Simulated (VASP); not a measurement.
Wanted: the native input for a VASP 6.6.1 run.

- Task: single point
- Functional: PBEsol
- Potentials or basis: VASP PAW PBE potentials, release 64 (Zn, S)
- Cutoff: 520 eV
- k mesh: 8 × 8 × 8
- Occupations: fermi-dirac, width 0.01 eV
- Spin: no spin polarisation
- Dipole correction: no
- Further INCAR settings: ALGO = Normal; EDIFF = 1e-06; NBANDS = 16

The structure of ZnS lies in POSCAR:

```
ZnS
1.0
    0.0000000000      2.7136356142      2.7136356142
    2.7136356142      0.0000000000      2.7136356142
    2.7136356142      2.7136356142      0.0000000000
Zn S
1 1
Direct
    0.0000000000      0.0000000000      0.0000000000
    0.7500000000      0.7500000000      0.7500000000
```

This cell differs from its parent crystal: volume scaled by 1.01.

One way to write it, as run:

INCAR

```
PREC = Accurate
ENCUT = 520
EDIFF = 1E-6
ISMEAR = -1
SIGMA = 0.01
LREAL = False
LASPH = True
NELM = 100
ALGO = Normal
ISIF = 2
LWAVE = False
LCHARG = True
GGA = PS
LELF = True
LVHAR = True
NBANDS = 16
```

KPOINTS

```
regular mesh
0
Gamma
  8 8 8
```

Potentials or basis: VASP PAW PBE potentials, release 64 (Zn, S).

Command:

```console
$ cat potpaw_PBE.64/Zn/POTCAR potpaw_PBE.64/S/POTCAR > POTCAR
$ mpirun -np 1 vasp_std > vasp.out
```

Results of the run:

```json
{
 "Pressure": "-2.7 GPa",
 "Band gap on the k mesh": "1.92 eV, direct"
}
```

Caveat: the PAW data sets were made with another functional, which shifts forces and pressure a little.

Wall time 32 s on 1 thread of Intel Xeon 8259CL (shared host), peak memory 0.17 GiB.
